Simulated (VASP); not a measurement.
Runs of VASP 6.6.1 on Hf. The structure is that of space group P6_3/mmc (No. 194), or close to it. The cells are those of the table. 

| task | cell | gap on the mesh (eV) | pressure (GPa) |
| --- | --- | --- | --- |
| single point | a = 3.197, b = 3.197, c = 5.108 Å, angles 90.0, 90.0, 120.0°, 2 atoms | none | -5.1 |
| electric field gradients | a = 3.229, b = 3.229, c = 5.058 Å, angles 90.0, 90.0, 120.0°, 2 atoms | none | -6.0 |
| single point | a = 3.259, b = 3.259, c = 5.157 Å, angles 90.0, 90.0, 120.0°, 2 atoms | none | -9.4 |
| single point | a = 3.197, b = 3.197, c = 5.159 Å, angles 90.0, 90.0, 120.0°, 2 atoms | none | (c) |
| electric field gradients | a = 3.197, b = 3.197, c = 4.957 Å, angles 90.0, 90.0, 120.0°, 2 atoms | none | -1.9 |
| single point | a = 3.133, b = 3.133, c = 5.058 Å, angles 90.0, 90.0, 120.0°, 2 atoms | none | 0.2 |
| single point | a = 3.153, b = 3.153, c = 4.989 Å, angles 90.0, 90.0, 120.0°, 2 atoms | none | (b) |
| single point | a = 3.197, b = 3.197, c = 5.007 Å, angles 90.0, 90.0, 120.0°, 2 atoms | none | (a) |

Alike in all rows: level PBEsol; potentials or basis VASP PAW PBE potentials, release 64 (Hf_pv); no spin polarisation; k mesh 13 × 13 × 7; cutoff (eV) 520; smearing fermi-dirac 0.05 eV.

Q: Fill in the values left out.

A: (a) -3.0; (b) 0.3; (c) -6.1.

Caveats: the PAW data sets were made with another functional, which shifts forces and pressure a little; spin-orbit coupling is left out, which moves the levels of the heavy elements.

A k mesh can miss the band edges, and the runs leave out spin-orbit coupling on Hf.

A gap of «none» marks levels without a gap at the run's occupations.
